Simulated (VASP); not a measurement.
# Bi (Immm) in VASP: notebook

Bi is run at these levels: PBEsol+D3(BJ); tasks: single point.

All numbers are computed with VASP 6.6.1; they aren't measurements. Logs are shortened: lines on timing, memory, paths and dates and some standing lists are left out, and cuts for length are marked.

## 1. The cell of the first run

The structure is orthorhombic, space group Immm (No. 71). The conventional cell has a = 3.655 Å, b = 3.848 Å, c = 4.040 Å, α = 90.00°, β = 90.00°, γ = 90.00°. Within 4.4 Å of Bi (site symmetry mmm) lie 14 Bi at 3.34 to 4.04 Å.

## 2. Single point, PBEsol+D3(BJ)

INCAR reads:

```
PREC = Accurate ; ENCUT = 520
EDIFF = 1E-6 ; ISMEAR = 0
SIGMA = 0.15 ; LREAL = F
LASPH = T ; NELM = 100
ALGO = Fast ; ISIF = 2
LWAVE = F ; LCHARG = F
GGA = PS ; IVDW = 12
NBANDS = 14
```

KPOINTS reads:

```
regular mesh
0
Gamma
  16 16 16
```

POSCAR reads:

```
Bi
1.0
   -1.8276750381      2.0200618843      1.9238684612
    1.8276750381     -2.0200618843      1.9238684612
    1.8276750381      2.0200618843     -1.9238684612
Bi
1
Direct
    0.0000000000      0.0000000000      0.0000000000
```

Potentials or basis: VASP PAW PBE potentials, release 64 (Bi_d).

Command:

```bash
> cat potpaw_PBE.64/Bi_d/POTCAR > POTCAR
> mpirun -np 1 vasp_std > vasp.out
```

OUTCAR:

```text
PREC = Accurate
   ENCUT = 520
   EDIFF = 1E-6
   ISMEAR = 0
   LREAL = F
   LASPH = T
   NELM = 100
   ISIF = 2
   GGA = PS
   IVDW = 12
 IVDW          = 12

 ion  position               nearest neighbor table
   1  0.000  0.000  0.000-

  LATTYP: Found a body centered orthorhombic cell.
 ALAT       =     3.6553500762
 B/A-ratio  =     1.0526315790
 C/A-ratio  =     1.1052631579

  Lattice vectors:

 A1 = (  -1.8276750381,  -2.0200618843,   1.9238684612)
 A2 = (   1.8276750381,  -2.0200618843,  -1.9238684612)
 A3 = (   1.8276750381,   2.0200618843,   1.9238684612)

Analysis of symmetry for initial positions (statically):
=====================================================================
 Subroutine PRICEL returns:
 Original cell was already a primitive cell.

 Routine SETGRP: Setting up the symmetry group for a
 body centered orthorhombic supercell.

 Subroutine GETGRP returns: Found  8 space group operations
 (whereof  8 operations were pure point group operations)
 out of a pool of  8 trial point group operations.

The static configuration has the point symmetry D_2h.

Analysis of symmetry for dynamics (positions and initial velocities):
=====================================================================
 Subroutine PRICEL returns:
 Original cell was already a primitive cell.

 Routine SETGRP: Setting up the symmetry group for a
 body centered orthorhombic supercell.

 Subroutine GETGRP returns: Found  8 space group operations
 (whereof  8 operations were pure point group operations)
 out of a pool of  8 trial point group operations.

The dynamic configuration has the point symmetry D_2h.

 Subroutine INISYM returns: Found  8 space group operations
 (whereof  8 operations are pure point group operations),
 and found     1 'primitive' translations

----------------------------------------------------------------------------------------

                                     Primitive cell

  volume of cell :      28.4118

  direct lattice vectors                    reciprocal lattice vectors
    -1.827675038  2.020061884  1.923868461     0.000000000  0.247517170  0.259893028
     1.827675038 -2.020061884  1.923868461     0.273571609  0.000000000  0.259893028
     1.827675038  2.020061884 -1.923868461     0.273571609  0.247517170  0.000000000

  length of vectors
     3.335013631  3.335013631  3.335013631     0.358899896  0.377340444  0.368925703

  position of ions in fractional coordinates (direct lattice)
     0.000000000  0.000000000  0.000000000

  ion indices of the primitive-cell ions
   primitive index   ion index
                 1           1

----------------------------------------------------------------------------------------

 KPOINTS: regular mesh

Automatic generation of k-mesh.
 Grid dimensions read from file:
 generate k-points for:   16   16   16

 Generating k-lattice:

  Cartesian coordinates                     Fractional coordinates (reciprocal lattice)
     0.000000000  0.015469823  0.016243314     0.062500000 -0.000000000  0.000000000
     0.017098226  0.000000000  0.016243314     0.000000000  0.062500000  0.000000000
     0.017098226  0.015469823  0.000000000     0.000000000 -0.000000000  0.062500000

  Length of vectors
     0.022431243  0.023583778  0.023057856

  Shift w.r.t. Gamma in fractional coordinates (k-lattice)
     0.000000000  0.000000000  0.000000000

 Subroutine IBZKPT returns following result:
 ===========================================

 Found    621 irreducible k-points:

 Following reciprocal coordinates:
            Coordinates               Weight
  0.000000  0.000000  0.000000      1.000000
  0.062500  0.000000  0.000000      4.000000
  0.125000  0.000000  0.000000      4.000000
  0.187500 -0.000000  0.000000      4.000000
  0.250000  0.000000  0.000000      4.000000
  0.312500  0.000000  0.000000      4.000000
[... 16 lines left out ...]
 -0.187500  0.062500 -0.000000      8.000000
 -0.125000  0.062500 -0.000000      8.000000
 [... further k-points ...]
   k-points           NKPTS =    621   k-points in BZ     NKDIM =    621   number of bands    NBANDS=     14
   number of dos      NEDOS =    301   number of ions     NIONS =      1
   total plane-waves  NPLWV =  21952
   dimension x,y,z NGX =    28 NGY =   28 NGZ =   28
   dimension x,y,z NGXF=    56 NGYF=   56 NGZF=   56
   ions per type =               1
   NGX,Y,Z   is equivalent  to a cutoff of  13.96, 13.96, 13.96 a.u.
   NGXF,Y,Z  is equivalent  to a cutoff of  27.92, 27.92, 27.92 a.u.
 SYSTEM =  unknown system
   PREC   = accura    normal or accurate (medium, high low for compatibility)
   ISTART =      0    job   : 0-new  1-cont  2-samecut
   ICHARG =      2    charge: 1-file 2-atom 10-const
   ISPIN  =      1    spin polarized calculation?
   LNONCOLLINEAR =      F non collinear calculations
   LSORBIT =      F    spin-orbit coupling
   LASPH  =      T    aspherical Exc in radial PAW
   ENCUT  =  520.0 eV  38.22 Ry    6.18 a.u.   6.20  6.20  6.20*2*pi/ulx,y,z
   NELM   =    100;   NELMIN=  2; NELMDL= -5     # of ELM steps
   EDIFF  = 0.1E-05   stopping-criterion for ELM
   LREAL  =      F    real-space projection
   EDIFFG = 0.1E-04   stopping-criterion for IOM
   NSW    =      0    number of steps for IOM
   IBRION =     -1    ionic relax: 0-MD 1-quasi-New 2-CG
   NFREE  =      0    steps in history (QN), initial steepest desc. (CG)
   ISIF   =      2    stress and relaxation
   ISYM   =      2    0-nonsym 1-usesym 2-fastsym
   POTIM  = 0.5000    time-step for ionic-motion
   TEBEG  =    0.0;   TEEND  =   0.0 temperature during run
   PSTRESS=    0.0 pullay stress
   NELECT =      15.0000    total number of electrons
   NUPDOWN=      -1.0000    fix difference up-down
   EMIN   =  10.00;   EMAX   =-10.00  energy-range for DOS
   EFERMI =   0.00;   METHOD = LEGACY
   ISMEAR =     0;   SIGMA  =   0.15  broadening in eV -4-tet -1-fermi 0-gaus
   EFERMI_NEDOS =   21; number of points for ismear=-14 and -15
   IALGO  =     68    algorithm
   IMIX   =      4    mixing-type and parameters
     AMIX     =   0.40;   BMIX     =  1.00
     AMIX_MAG =   1.60;   BMIX_MAG =  1.00
  volume/ion in A,a.u.               =      28.41       191.73
  Fermi-wavevector in a.u.,A,eV,Ry     =   1.323139  2.500371 23.819688  1.750698
  Thomas-Fermi vector in A             =   2.452769
   LORBIT       =      0    0 simple, 1 ext, 2 COOP (PROOUT), +10 PAW based schemes
   GGA     = PS    functional components
   LHFCALC =     F    Hartree Fock is set to
   AEXX    =    0.0000 exact exchange contribution
   IVDW    =    12    specifies the selected vdW correction
   LEPSILON=     F    determine dielectric tensor
   LRPA    =     F    only Hartree local field effects (RPA)
 non-spin polarized calculation
 RMM-DIIS sequential band-by-band and
 Gauss-broadening in eV      SIGMA  =   0.15
  energy-cutoff  :      520.00
  volume of cell :       28.41
 maximum number of plane-waves:       784
 NGX is ok and might be reduce to    28
   NGX = 13   NGY = 13   NGZ = 13

 number of electron      14.9999998 magnetization

 Free energy of the ion-electron system (eV)
  ---------------------------------------------------
  ext. energy  EPLUGINS =         0.00000000
  ---------------------------------------------------
  free energy    TOTEN  =        -4.19492851 eV

  energy without entropy =       -4.18730868  energy(sigma->0) =       -4.19111859

 E-fermi :   8.9341     XC(G=0): -10.8801

 val. band max:        8.9322950353   @ k =   0.4375  -0.2500   0.1875
 cond. band min:       8.9349671717   @ k =  -0.3125   0.4375   0.0625
 fundamental gap:      0.0026721363
 Fermi energy:         8.9340629360

 k-point     1 :       0.0000    0.0000    0.0000
  band No.  band energies     occupation
      1     -14.1211      2.00000
      2     -14.0999      2.00000
      3     -14.0807      2.00000
      4     -13.9612      2.00000
      5     -13.9128      2.00000
      6      -5.2794      2.00000
      7      14.4799      0.00000
      8      14.5557      0.00000
      9      15.0415      0.00000
     10      18.9342      0.00000
     11      19.1125      0.00000
     12      19.6239      0.00000
     13      20.1696      0.00000
     14      20.2821      0.00000

 k-point     2 :       0.0625    0.0000    0.0000
  band No.  band energies     occupation
      1     -14.1169      2.00000
      2     -14.0972      2.00000
      3     -14.0756      2.00000
      4     -13.9635      2.00000
      5     -13.9141      2.00000
      6      -5.2039      2.00000
      7      13.5917      0.00000
      8      14.4998      0.00000
      9      14.8097      0.00000
     10      18.5746      0.00000
     11      19.3201      0.00000
     12      19.6305      0.00000
     13      19.8630      0.00000
     14      20.9393      0.00000

 k-point     3 :       0.1250    0.0000    0.0000
  band No.  band energies     occupation
      1     -14.1054      2.00000
      2     -14.0984      2.00000
      3     -14.0517      2.00000
      4     -13.9699      2.00000
      5     -13.9177      2.00000
      6      -4.9783      2.00000
      7      11.7734      0.00000
      8      14.2323      0.00000
      9      14.4319      0.00000
     10      17.9490      0.00000
     11      18.9682      0.00000
     12      19.3250      0.00000
     13      20.1267      0.00000
     14      22.2697      0.00000
[... 324 lines left out ...]
 k-point    23 :      -0.1875    0.0625   -0.0000
  band No.  band energies     occupation
      1     -14.1001      2.00000
      2     -14.0975      2.00000
      3     -14.0271      2.00000
      4     -13.9734      2.00000
      5     -13.9226      2.00000
      6      -4.7567      2.00000
      7      10.7604      0.00000
      8      13.3169      0.00000
      9      14.2219      0.00000
     10      17.9245      0.00000
     11      18.4097      0.00000
     12      19.8644      0.00000
     13      20.5146      0.00000
     14      22.3084      0.00000

 k-point    24 :      -0.1250    0.0625   -0.0000
  band No.  band energies     occupation
      1     -14.1117      2.00000
      2     -14.0941      2.00000
      3     -14.0613      2.00000
      4     -13.9657      2.00000
      5     -13.9179      2.00000
      6      -5.0522      2.00000
      7      12.5644      0.00000
      8      13.9706      0.00000
      9      14.4632      0.00000
     10      18.1627      0.00000
     11      18.8660      0.00000
     12      19.9520      0.00000
     13      20.1568      0.00000
     14      21.4959      0.00000

 [... further k-points ...]

------------------------ aborting loop because EDIFF is reached ----------------------------------------

 Edisp (eV)   -0.57593

 E8    (eV) :    -0.4122

  FORCE on cell =-STRESS in cart. coord.  units (eV):
  Direction    XX          YY          ZZ          XY          YZ          ZX
  --------------------------------------------------------------------------------------
  -------------------------------------------------------------------------------------
  Total       0.26167    -0.09994     0.06474     0.00000     0.00000    -0.00000
  in kB      14.75566    -5.63573     3.65096     0.00000     0.00000    -0.00000
  external pressure =        4.26 kB  Pullay stress =        0.00 kB

 VOLUME and BASIS-vectors are now :
 -----------------------------------------------------------------------------
  energy-cutoff  :      520.00
  volume of cell :       28.41
      direct lattice vectors                 reciprocal lattice vectors
    -1.827675038  2.020061884  1.923868461     0.000000000  0.247517170  0.259893028
     1.827675038 -2.020061884  1.923868461     0.273571609  0.000000000  0.259893028
     1.827675038  2.020061884 -1.923868461     0.273571609  0.247517170  0.000000000

 POSITION                                       TOTAL-FORCE (eV/Angst)
 -----------------------------------------------------------------------------------
      0.00000      0.00000      0.00000         0.000000      0.000000      0.000000
 -----------------------------------------------------------------------------------
    total drift:                               -0.000000      0.000000      0.000000

  FREE ENERGIE OF THE ION-ELECTRON SYSTEM (eV)
  ---------------------------------------------------
  free  energy   TOTEN  =        -4.7708580341 eV

  energy  without entropy=       -4.7632381994  energy(sigma->0) =       -4.76704812
```

It took 6.6 min on 1 thread of AMD EPYC 7R43 (Zen 3), shared host; peak memory 0.3 GiB.

Results:

| Item | Value |
| --- | --- |
| Free energy | -4.7709 eV |
| Pressure | 0.4 GPa |
| Dispersion energy per atom | -0.576 eV |

Caveat: the cell differs from its parent crystal (strain +e along x and -e along y -0.0500, strain +e along z and -e/2 along x and y +0.0000); the PAW data sets were made with another functional, which shifts forces and pressure a little; spin-orbit coupling is left out, which moves the levels of the heavy elements; pairwise dispersion overbinds metals, which lowers pressure and volume.

## 3. Single point, PBEsol+D3(BJ)

INCAR reads:

```
  PREC = Accurate
  ENCUT = 520
  EDIFF = 1E-6
  ISMEAR = 0
  SIGMA = 0.15
  LREAL = F
  LASPH = T
  NELM = 100
  ALGO = Fast
  ISIF = 2
  LWAVE = F
  LCHARG = F
  GGA = PS
  IVDW = 12
  NBANDS = 14
```

KPOINTS reads:

```
Automatic mesh
0
Gamma
  16 16 16
```

POSCAR reads:

```
Bi
1.0
   -1.7827527096      1.9751395557      2.0137131183
    1.7827527096     -1.9751395557      2.0137131183
    1.7827527096      1.9751395557     -2.0137131183
Bi
1
Direct
    0.0000000000      0.0000000000      0.0000000000
```

Potentials or basis: VASP PAW PBE potentials, release 64 (Bi_d).

Command:

```bash
> cat potpaw_PBE.64/Bi_d/POTCAR > POTCAR
> mpirun -np 1 vasp_std > vasp.out
```

It took 5 min on 1 thread of AMD EPYC 7R43 (Zen 3), shared host; peak memory 0.3 GiB.

It converged, with:

```yaml
Free_energy: -4.7676 eV
Pressure: 0.7 GPa
Dispersion_energy_per_atom: -0.577 eV
```

Stress tensor (GPa, compression positive):
```
1.20 0.00 0.00
0.00 0.67 0.00
0.00 0.00 0.24
```

Levels at points of the mesh, in eV from the Fermi level:
```csv
k point,band 3,band 4,band 5,band 6,band 7,band 8,band 9,band 10,band 11,band 12
"(0.00, 0.00, 0.00)",-23.04,-22.94,-22.86,-14.25,5.39,5.39,6.35,9.96,10.20,10.48
"(0.50, 0.00, 0.00)",-22.94,-22.90,-22.79,-11.01,-5.84,2.74,4.91,7.46,9.13,11.05
"(0.00, 0.50, 0.00)",-22.91,-22.86,-22.78,-10.45,-5.61,1.49,3.18,5.97,7.40,12.10
"(0.50, 0.50, 0.00)",-22.90,-22.86,-22.77,-10.38,-5.56,1.30,2.90,5.72,7.12,12.80
"(0.50, 0.50, 0.50)",-22.82,-22.81,-22.78,-8.28,-2.82,-2.51,-0.59,2.93,4.23,15.83
```

Caveat: the cell differs from its parent crystal (strain +e along x and -e along y -0.0500, strain +e along z and -e/2 along x and y +0.0467); the PAW data sets were made with another functional, which shifts forces and pressure a little; spin-orbit coupling is left out, which moves the levels of the heavy elements; pairwise dispersion overbinds metals, which lowers pressure and volume.

## 4. Single point, PBEsol+D3(BJ)

INCAR reads:

```
PREC = Accurate
ENCUT = 520
EDIFF = 1E-6
ISMEAR = 0
SIGMA = 0.15
LREAL = False
LASPH = True
NELM = 80
ALGO = Fast
ISIF = 2
LWAVE = False
LCHARG = False
GGA = PS
IVDW = 12
NBANDS = 14
```

KPOINTS reads:

```
regular mesh
0
Gamma
  16 16 16
```

POSCAR reads:

```
Bi
1.0
   -1.8725973667      2.0649842128      1.8340238041
    1.8725973667     -2.0649842128      1.8340238041
    1.8725973667      2.0649842128     -1.8340238041
Bi
1
Direct
    0.0000000000      0.0000000000      0.0000000000
```

Command:

```bash
> cat potpaw_PBE.64/Bi_d/POTCAR > POTCAR
> mpirun -np 1 vasp_std > vasp.out
```

Wall time 5.2 min (1 thread of AMD EPYC 7R43 (Zen 3), shared host); peak memory 0.3 GiB.

The run converged. Its results:

```
Free energy                : -4.7658 eV
Pressure                   : 0.6 GPa
Dispersion energy per atom : -0.577 eV
```

Stress tensor (GPa, compression positive):
```
 1.06  0.00  0.00
 0.00 -0.78  0.00
 0.00  0.00  1.40
```

Levels at points of the mesh, in eV from the Fermi level:
```csv
k point,band 4,band 5,band 6,band 7,band 8,band 9,band 10,band 11
"(0.00, 0.00, 0.00)",-22.90,-22.85,-14.22,5.56,5.75,5.98,9.74,10.21
"(0.50, 0.00, 0.00)",-22.85,-22.76,-10.69,-5.71,2.11,4.04,6.71,8.27
"(0.00, 0.50, 0.00)",-22.84,-22.75,-10.28,-5.46,1.07,2.56,5.44,6.80
"(0.50, 0.50, 0.00)",-22.86,-22.76,-10.81,-5.75,2.37,4.40,7.02,8.63
"(0.50, 0.50, 0.50)",-22.77,-22.77,-8.24,-3.17,-1.55,-1.15,3.18,3.99
```

Caveat: the cell differs from its parent crystal (strain +e along x and -e along y -0.0500, strain +e along z and -e/2 along x and y -0.0467); the PAW data sets were made with another functional, which shifts forces and pressure a little; spin-orbit coupling is left out, which moves the levels of the heavy elements; pairwise dispersion overbinds metals, which lowers pressure and volume.

## 5. The runs side by side

```csv
cell,gap on the mesh (eV),pressure (GPa)
"a = 3.335 Å, angles 113.5, 105.4, 109.5°, 1 atom",none,0.4
"a = 3.337 Å, angles 115.4, 107.4, 105.8°, 1 atom",none,0.7
"a = 3.337 Å, angles 111.7, 103.5, 113.3°, 1 atom",none,0.6
```

Alike in all rows: task single point; level PBEsol+D3(BJ); potentials or basis VASP PAW PBE potentials, release 64 (Bi_d); no spin polarisation; k mesh 16 × 16 × 16; cutoff (eV) 520; smearing gaussian 0.15 eV.

Caveats: the PAW data sets were made with another functional, which shifts forces and pressure a little; spin-orbit coupling is left out, which moves the levels of the heavy elements; pairwise dispersion overbinds metals, which lowers pressure and volume.

Total energies depend on the potentials used, so only differences within one code and one set of settings carry meaning.
